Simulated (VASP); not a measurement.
# NdZrS2 (P-6m2) in VASP: further runs

NdZrS2 is run at these levels: PBE; tasks: single point, relaxation of shape and atoms at fixed volume.

Everything below comes from runs of VASP 6.6.1. Logs are shortened: lines on timing, memory, paths and dates and some standing lists are left out, and cuts for length are marked.

## Step 1: The cell of the first run

The structure is hexagonal, space group P-6m2 (No. 187). The conventional cell has a = 3.495 Å, b = 3.495 Å, c = 7.158 Å, α = 90.00°, β = 90.00°, γ = 120.00°. Within 3.7 Å of Nd (site symmetry -6m2) lie 6 S at 2.82 Å and 6 Nd at 3.50 Å and 2 Zr at 3.58 Å. Within 3.6 Å of Zr (site symmetry -6m2) lie 6 S at 2.58 Å and 6 Zr at 3.50 Å and 2 Nd at 3.58 Å. S (site symmetry 3m) has 3 Zr at 2.58 Å and 3 Nd at 2.82 Å and 7 S at 3.22 to 3.50 Å within 3.5 Å.

## Step 2: Single point, PBE (18.94 Å³/atom)

INCAR reads:

```
  PREC = Accurate
  ENCUT = 520
  EDIFF = 1E-7
  ISMEAR = 0
  SIGMA = 0.1
  LREAL = False
  LASPH = True
  NELM = 60
  ALGO = Normal
  ISIF = 2
  LWAVE = False
  LCHARG = False
  GGA = PE
  NBANDS = 27
```

KPOINTS reads:

```
Automatic mesh
0
Gamma
  12 12 6
```

POSCAR reads:

```
NdZrS2
1.0
    3.4954584913      0.0000000000      0.0000000000
   -1.7477292457      3.0271558514      0.0000000000
    0.0000000000      0.0000000000      7.1583110246
Nd Zr S
1 1 2
Direct
    0.6666666667      0.3333333333      0.5000000000
    0.6666666667      0.3333333333      0.0000000000
    0.3333333333      0.6666666667      0.2250835180
    0.3333333333      0.6666666667      0.7749164820
```

Potentials or basis: VASP PAW PBE potentials, release 64 (Nd, Zr_sv, S).

Command:

```bash
cat potpaw_PBE.64/Nd/POTCAR potpaw_PBE.64/Zr_sv/POTCAR potpaw_PBE.64/S/POTCAR > POTCAR
mpirun -np 1 vasp_std > vasp.out
```

OUTCAR:

```text
PREC = Accurate
   ENCUT = 520
   EDIFF = 1E-7
   ISMEAR = 0
   LREAL = False
   LASPH = True
   NELM = 60
   ISIF = 2
   GGA = PE

 ion  position               nearest neighbor table
   1  0.667  0.333  0.500-   3 2.82   4 2.82   3 2.82   4 2.82   3 2.82   4 2.82   2 3.58   2 3.58

   2  0.667  0.333  0.000-   3 2.58   4 2.58   3 2.58   4 2.58   3 2.58   4 2.58   1 3.58   1 3.58

   3  0.333  0.667  0.225-   2 2.58   2 2.58   2 2.58   1 2.82   1 2.82   1 2.82
   4  0.333  0.667  0.775-   2 2.58   2 2.58   2 2.58   1 2.82   1 2.82   1 2.82

  LATTYP: Found a hexagonal cell.
 ALAT       =     3.4954584913
 C/A-ratio  =     2.0478890087

  Lattice vectors:

 A1 = (   3.4954584913,   0.0000000000,   0.0000000000)
 A2 = (  -1.7477292457,   3.0271558514,   0.0000000000)
 A3 = (   0.0000000000,   0.0000000000,   7.1583110246)

Analysis of symmetry for initial positions (statically):
=====================================================================
 Subroutine PRICEL returns:
 Original cell was already a primitive cell.

 Routine SETGRP: Setting up the symmetry group for a
 hexagonal supercell.

 Subroutine GETGRP returns: Found 12 space group operations
 (whereof 12 operations were pure point group operations)
 out of a pool of 24 trial point group operations.

The static configuration has the point symmetry D_3h.

Analysis of symmetry for dynamics (positions and initial velocities):
=====================================================================
 Subroutine PRICEL returns:
 Original cell was already a primitive cell.

 Routine SETGRP: Setting up the symmetry group for a
 hexagonal supercell.

 Subroutine GETGRP returns: Found 12 space group operations
 (whereof 12 operations were pure point group operations)
 out of a pool of 24 trial point group operations.

The dynamic configuration has the point symmetry D_3h.

 Subroutine INISYM returns: Found 12 space group operations
 (whereof 12 operations are pure point group operations),
 and found     1 'primitive' translations

----------------------------------------------------------------------------------------

                                     Primitive cell

  volume of cell :      75.7442

  direct lattice vectors                    reciprocal lattice vectors
     3.495458491  0.000000000  0.000000000     0.286085503  0.165171542  0.000000000
    -1.747729246  3.027155851  0.000000000     0.000000000  0.330343084  0.000000000
     0.000000000  0.000000000  7.158311025     0.000000000  0.000000000  0.139697758

  length of vectors
     3.495458491  3.495458491  7.158311025     0.330343084  0.330343084  0.139697758

  position of ions in fractional coordinates (direct lattice)
     0.666666667  0.333333333  0.500000000
     0.666666667  0.333333333  0.000000000
     0.333333333  0.666666667  0.225083518
     0.333333333  0.666666667  0.774916482

  ion indices of the primitive-cell ions
   primitive index   ion index
                 1           1
                 2           2
                 3           3
                 4           4

----------------------------------------------------------------------------------------

 KPOINTS: Automatic mesh

Automatic generation of k-mesh.
 Grid dimensions read from file:
 generate k-points for:   12   12    6

 Generating k-lattice:

  Cartesian coordinates                     Fractional coordinates (reciprocal lattice)
     0.023840459  0.013764295  0.000000000     0.083333333  0.000000000  0.000000000
     0.000000000  0.027528590  0.000000000     0.000000000  0.083333333  0.000000000
     0.000000000  0.000000000  0.023282960     0.000000000  0.000000000  0.166666667

  Length of vectors
     0.027528590  0.027528590  0.023282960

  Shift w.r.t. Gamma in fractional coordinates (k-lattice)
     0.000000000  0.000000000  0.000000000

 Subroutine IBZKPT returns following result:
 ===========================================

 Found     76 irreducible k-points:

 Following reciprocal coordinates:
            Coordinates               Weight
  0.000000  0.000000  0.000000      1.000000
  0.083333  0.000000  0.000000      6.000000
  0.166667  0.000000  0.000000      6.000000
  0.250000  0.000000  0.000000      6.000000
  0.333333  0.000000  0.000000      6.000000
  0.416667  0.000000  0.000000      6.000000
[... 16 lines left out ...]
  0.250000  0.000000  0.166667     12.000000
  0.333333  0.000000  0.166667     12.000000
 [... further k-points ...]
   k-points           NKPTS =     76   k-points in BZ     NKDIM =     76   number of bands    NBANDS=     27
   number of dos      NEDOS =    301   number of ions     NIONS =      4
   total plane-waves  NPLWV =  42336
   dimension x,y,z NGX =    28 NGY =   28 NGZ =   54
   dimension x,y,z NGXF=    56 NGYF=   56 NGZF=  108
   ions per type =               1   1   2
   NGX,Y,Z   is equivalent  to a cutoff of  13.32, 13.32, 12.54 a.u.
   NGXF,Y,Z  is equivalent  to a cutoff of  26.63, 26.63, 25.08 a.u.
[... 62 lines left out ...]
 cond. band min:       8.8395318166   @ k =   0.0833   0.0000   0.5000
 fundamental gap:      0.0002349289
 Fermi energy:         8.8393080635

 k-point     1 :       0.0000    0.0000    0.0000
  band No.  band energies     occupation
      1     -40.2498      2.00000
      2     -28.1643      2.00000
      3     -18.4618      2.00000
      4     -18.1772      2.00000
      5     -18.1772      2.00000
      6     -10.0863      2.00000
[... 19 lines left out ...]
     26       9.7920      0.00000
     27      11.2208      0.00000

 k-point     2 :       0.0833    0.0000    0.0000
  band No.  band energies     occupation
      1     -40.2474      2.00000
      2     -28.1533      2.00000
      3     -18.4547      2.00000
      4     -18.2064      2.00000
      5     -18.1833      2.00000
      6     -10.0523      2.00000
[... 19 lines left out ...]
     26      10.0014      0.00000
     27      11.2041      0.00000

 k-point     3 :       0.1667    0.0000    0.0000
  band No.  band energies     occupation
      1     -40.2407      2.00000
      2     -28.1233      2.00000
      3     -18.4353      2.00000
      4     -18.2854      2.00000
      5     -18.2001      2.00000
      6      -9.9567      2.00000
[... 19 lines left out ...]
     26      10.4593      0.00000
     27      11.2643      0.00000

 k-point     4 :       0.2500    0.0000    0.0000
  band No.  band energies     occupation
      1     -40.2316      2.00000
      2     -28.0817      2.00000
      3     -18.4086      2.00000
      4     -18.3911      2.00000
      5     -18.2230      2.00000
      6      -9.8184      2.00000
[... 19 lines left out ...]
     26      11.0084      0.00000
     27      11.3163      0.00000

 k-point     5 :       0.3333    0.0000    0.0000
  band No.  band energies     occupation
      1     -40.2225      2.00000
      2     -28.0397      2.00000
      3     -18.4944      2.00000
      4     -18.3817      2.00000
      5     -18.2457      2.00000
      6     -10.0616      2.00000
[... 19 lines left out ...]
     26      11.5217      0.00000
     27      11.5600      0.00000

 k-point     6 :       0.4167    0.0000    0.0000
  band No.  band energies     occupation
      1     -40.2158      2.00000
      2     -28.0085      2.00000
      3     -18.5685      2.00000
      4     -18.3620      2.00000
      5     -18.2622      2.00000
      6     -10.3071      2.00000
[... 444 lines left out ...]
      1     -40.2474      2.00000
      2     -28.1534      2.00000
      3     -18.4535      2.00000
      4     -18.2064      2.00000
      5     -18.1833      2.00000
      6     -10.0707      2.00000
[... 19 lines left out ...]
     26       9.9661      0.00000
     27      11.1152      0.00000

 k-point    22 :       0.1667    0.0000    0.1667
  band No.  band energies     occupation
      1     -40.2407      2.00000
      2     -28.1233      2.00000
      3     -18.4342      2.00000
      4     -18.2854      2.00000
      5     -18.2001      2.00000
      6      -9.9720      2.00000
[... 19 lines left out ...]
     26      10.3989      0.00000
     27      11.1904      0.00000

 k-point    23 :       0.2500    0.0000    0.1667
  band No.  band energies     occupation
      1     -40.2316      2.00000
      2     -28.0818      2.00000
      3     -18.4076      2.00000
      4     -18.3911      2.00000
      5     -18.2230      2.00000
      6      -9.8300      2.00000
[... 19 lines left out ...]
     26      10.8637      0.00000
     27      11.2987      0.00000

 k-point    24 :       0.3333    0.0000    0.1667
  band No.  band energies     occupation
      1     -40.2225      2.00000
      2     -28.0397      2.00000
      3     -18.4943      2.00000
      4     -18.3809      2.00000
      5     -18.2457      2.00000
      6     -10.0619      2.00000
[... 19 lines left out ...]
     26      11.2290      0.00000
     27      11.5948      0.00000

 [... further k-points ...]

------------------------ aborting loop because EDIFF is reached ----------------------------------------

  FORCE on cell =-STRESS in cart. coord.  units (eV):
  Direction    XX          YY          ZZ          XY          YZ          ZX
  --------------------------------------------------------------------------------------
  -------------------------------------------------------------------------------------
  Total        2.6729804      2.6729804      3.9943631     -0.0000000      0.0000000      0.0000000
  in kB       56.5401378     56.5401378     84.4906467     -0.0000000      0.0000000      0.0000000
  external PRESSURE =      65.8569741 kB  Pullay stress =       0.0000000 kB

 VOLUME and BASIS-vectors are now :
 -----------------------------------------------------------------------------
  energy-cutoff  :      520.00
  volume of cell :       75.74
      direct lattice vectors                 reciprocal lattice vectors
     3.495458491  0.000000000  0.000000000     0.286085503  0.165171542  0.000000000
    -1.747729246  3.027155851  0.000000000     0.000000000  0.330343084  0.000000000
     0.000000000  0.000000000  7.158311025     0.000000000  0.000000000  0.139697758

 POSITION                                       TOTAL-FORCE (eV/Angst)
 -----------------------------------------------------------------------------------
      1.74773      1.00905      3.57916        -0.000000      0.000000      0.000000
      1.74773      1.00905      0.00000         0.000000      0.000000      0.000000
     -0.00000      2.01810      1.61122        -0.000000      0.000000      0.284949
     -0.00000      2.01810      5.54709        -0.000000      0.000000     -0.284949
 -----------------------------------------------------------------------------------
    total drift:                               -0.000001      0.000000      0.000000

  FREE ENERGIE OF THE ION-ELECTRON SYSTEM (eV)
  ---------------------------------------------------
  free  energy   TOTEN  =       -28.2548486302 eV

  energy  without entropy=      -28.1202454512  energy(sigma->0) =      -28.18754704
```

It took 4.9 min on 1 thread of Intel Xeon 6975P-C (Granite Rapids), shared host; peak memory 0.32 GiB.

What came out:

| Item | Value |
| --- | --- |
| Free energy | -28.2548 eV |
| Pressure | 6.6 GPa |
| Largest force | 0.285 eV/Å |
| Band gap on the k mesh | zero (bands 19 and 20 overlap by 0.12 eV) |

Forces on the atoms (eV/Å):
```
Nd   0.000  0.000  0.000
Zr   0.000  0.000  0.000
S    0.000  0.000  0.285
S    0.000  0.000 -0.285
```

Stress tensor (GPa, compression positive):
```
5.65 0.00 0.00
0.00 5.65 0.00
0.00 0.00 8.45
```

Levels at points of the mesh, in eV from the Fermi level:
```
           k point  band 15  band 16  band 17  band 18  band 19  band 20  band 21  band 22  band 23  band 24
(0.00, 0.00, 0.00)    -3.06    -2.75    -1.94    -0.28     0.10     0.10     0.13     0.13     0.29     0.45
(0.50, 0.00, 0.00)    -4.26    -3.01    -1.65    -0.02    -0.01     0.04     0.19     0.25     0.33     0.38
(0.00, 0.00, 0.50)    -3.01    -3.01    -0.52    -0.29     0.02     0.02     0.23     0.23     0.37     0.45
(0.50, 0.00, 0.50)    -3.86    -3.55    -0.86    -0.20    -0.01     0.04     0.09     0.27     0.29     0.36
```

Caveat: the cell stands under pressure; spin-orbit coupling is left out, which moves the levels of the heavy elements; the run has no spin polarisation, though such a crystal can be magnetic; semilocal functionals describe open f shells poorly, which spoils levels, moments and volumes. With open d or f shells a metallic result of PBE can be an artefact of self-interaction; +U or a hybrid may open a gap.

## Step 3: Single point, PBE (19.56 Å³/atom)

This run uses another cell than the first one, of 19.56 Å³/atom.

INCAR reads:

```
SYSTEM = NdZrS2
PREC = Accurate
ENCUT = 520
EDIFF = 1E-7
ISMEAR = 0
SIGMA = 0.1
LREAL = .False.
LASPH = .True.
NELM = 60
ALGO = Normal
ISIF = 2
LWAVE = .False.
LCHARG = .False.
GGA = PE
NBANDS = 27
```

KPOINTS reads:

```
regular mesh
0
Gamma
  12 12 6
  0 0 0
```

POSCAR reads:

```
NdZrS2
1.0
    3.5404609293      0.0000000000      0.0000000000
   -1.7702304646      3.0661291059      0.0000000000
    0.0000000000      0.0000000000      7.2075176053
Nd Zr S
1 1 2
Direct
    0.6666666667      0.3333333333      0.5000000000
    0.6666666667      0.3333333333      0.0000000000
    0.3333333333      0.6666666667      0.2244296703
    0.3333333333      0.6666666667      0.7755703297
```

Potentials or basis: VASP PAW PBE potentials, release 64 (Nd, Zr_sv, S).

Command:

```bash
cat potpaw_PBE.64/Nd/POTCAR potpaw_PBE.64/Zr_sv/POTCAR potpaw_PBE.64/S/POTCAR > POTCAR
mpirun -np 1 vasp_std > vasp.out
```

Run time: 6.5 min. Hardware: 1 thread of Intel Xeon 6975P-C (Granite Rapids), shared host; peak memory 0.32 GiB.

The run converged. Its results:

- Free energy: -28.3221 eV
- Pressure: 2.9 GPa
- Largest force: 0.235 eV/Å
- Band gap on the k mesh: zero (bands 19 and 20 overlap by 0.11 eV)

Forces on the atoms (eV/Å):
```
Nd   0.000  0.000  0.000
Zr   0.000  0.000  0.000
S    0.000  0.000  0.235
S    0.000  0.000 -0.235
```

Stress tensor (GPa, compression positive):
```
2.15 0.00 0.00
0.00 2.15 0.00
0.00 0.00 4.39
```

Levels at points of the mesh, in eV from the Fermi level:
```
           k point  band 15  band 16  band 17  band 18  band 19  band 20  band 21  band 22  band 23  band 24
(0.00, 0.00, 0.00)    -3.06    -2.76    -1.85    -0.27     0.10     0.10     0.11     0.11     0.29     0.42
(0.50, 0.00, 0.00)    -4.15    -3.04    -1.57    -0.03     0.00     0.04     0.17     0.24     0.32     0.35
(0.00, 0.00, 0.50)    -3.02    -3.02    -0.47    -0.27     0.02     0.02     0.21     0.21     0.40     0.42
(0.50, 0.00, 0.50)    -3.82    -3.55    -0.82    -0.17     0.00     0.03     0.07     0.25     0.27     0.35
```

Caveat: spin-orbit coupling is left out, which moves the levels of the heavy elements; the run has no spin polarisation, though such a crystal can be magnetic; semilocal functionals describe open f shells poorly, which spoils levels, moments and volumes. Spin polarisation is off, so any magnetic state and its effect on volume and gap are missing.

## Step 4: Relaxation of shape and atoms at fixed volume, PBE (22.89 Å³/atom)

This run uses another cell than the first one, of 22.89 Å³/atom.

INCAR reads:

```
  ALGO = Normal
  EDIFF = 1E-7
  EDIFFG = -0.01
  ENCUT = 500
  GGA = PE
  GGA_COMPAT = F
  IBRION = 2
  ISIF = 4
  ISMEAR = 0
  LASPH = T
  LCHARG = F
  LMAXMIX = 6
  LREAL = F
  LWAVE = F
  NELM = 200
  NELMIN = 4
  NSW = 50
  PREC = Accurate
  SIGMA = 0.1
```

KPOINTS reads:

```
k-points
0
Gamma
  12 12 6
```

POSCAR reads:

```
NdZrS2
1.0
    3.7513865592      0.0000000000      0.0000000000
   -1.8756932796      3.2487960597      0.0000000000
    0.0000000000      0.0000000000      7.5125351935
Nd Zr S
1 1 2
Direct
    0.6666666667      0.3333333333      0.5000000000
    0.6666666667      0.3333333333      0.0000000000
    0.3333333333      0.6666666667      0.2212586534
    0.3333333333      0.6666666667      0.7787413466
```

Potentials or basis: VASP PAW PBE potentials, release 64 (Nd_3, Zr_sv, S), 4f in core.

Command:

```bash
cat potpaw_PBE.64/Nd_3/POTCAR potpaw_PBE.64/Zr_sv/POTCAR potpaw_PBE.64/S/POTCAR > POTCAR
mpirun -np 1 vasp_std > vasp.out
```

Wall time 5.1 min (1 thread of AMD EPYC 7R13 (Zen 3), shared host); peak memory 0.29 GiB.

Results (log left out):

```
Free energy               : -28.0138 eV
Energy gained by relaxing : 0.3 meV/atom
Ionic steps               : 5
Pressure after relaxing   : -7.7 GPa
Band gap on the k mesh    : zero (an odd number of electrons rules out a gap without spin polarisation)
```

Step by step:
```csv
step,energy change (eV),largest force (eV/Å),pressure (GPa),volume (Å³)
1,0.0000,0.0871,-7.83,91.56
2,-0.0009,0.0420,-7.76,91.56
3,-0.0010,0.0173,-7.73,91.56
4,-0.0011,0.0109,-7.72,91.56
5,-0.0011,0.0006,-7.71,91.56
```

Final structure:
```xyz
4
Lattice="3.7554 0.0000 0.0000 -1.8777 3.2523 0.0000 0.0000 0.0000 7.4966" Properties=species:S:1:pos:R:3 pbc="T T T"
Nd    1.8777    1.0841    3.7483
Zr    1.8777    1.0841    7.4966
S     0.0000    2.1682    1.6490
S     0.0000    2.1682    5.8476
```

Levels at points of the mesh, in eV from the Fermi level:
```csv
k point,band 15,band 16,band 17,band 18,band 19,band 20,band 21
"(0.00, 0.00, 0.00)",-2.93,-2.64,-1.66,0.71,0.71,1.26,1.84
"(0.50, 0.00, 0.00)",-3.64,-3.02,-1.29,-0.02,2.07,2.52,2.56
"(0.00, 0.00, 0.50)",-2.94,-2.94,0.11,0.42,0.89,0.89,1.14
"(0.50, 0.00, 0.50)",-3.63,-3.43,-0.51,-0.26,1.76,1.84,2.28
```

Caveat: spin-orbit coupling is left out, which moves the levels of the heavy elements; the 4f electrons are frozen in the core, so they carry no moment and show no levels; the run has no spin polarisation, though such a crystal can be magnetic. With open d or f shells a metallic result of PBE can be an artefact of self-interaction; +U or a hybrid may open a gap.

## Step 5: Summary

| task | potentials or basis | cell | cutoff (eV) | gap on the mesh (eV) | pressure (GPa) | largest force (eV/Å) |
| --- | --- | --- | --- | --- | --- | --- |
| single point | VASP PAW PBE potentials, release 64 (Nd, Zr_sv, S) | a = 3.495, b = 3.495, c = 7.158 Å, angles 90.0, 90.0, 120.0°, 4 atoms, atomic positions A | 520 | none | 6.6 | 0.28 |
| single point | VASP PAW PBE potentials, release 64 (Nd, Zr_sv, S) | a = 3.540, b = 3.540, c = 7.208 Å, angles 90.0, 90.0, 120.0°, 4 atoms, atomic positions B | 520 | none | 2.9 | 0.24 |
| relaxation of shape and atoms at fixed volume | VASP PAW PBE potentials, release 64 (Nd_3, Zr_sv, S), 4f in core | relaxed from a = 3.751, b = 3.751, c = 7.513 Å, angles 90.0, 90.0, 120.0°, 4 atoms, atomic positions C | 500 | none | -7.7 | - |

Alike in all rows: level PBE; no spin polarisation; k mesh 12 × 12 × 6; smearing gaussian 0.1 eV.

Caveats: spin-orbit coupling is left out, which moves the levels of the heavy elements; the run has no spin polarisation, though such a crystal can be magnetic; semilocal functionals describe open f shells poorly, which spoils levels, moments and volumes (at least some runs); the cell stands under pressure (at least some runs); the 4f electrons are frozen in the core, so they carry no moment and show no levels (at least some runs).

Absolute energies hang on the potentials; compare differences alone.
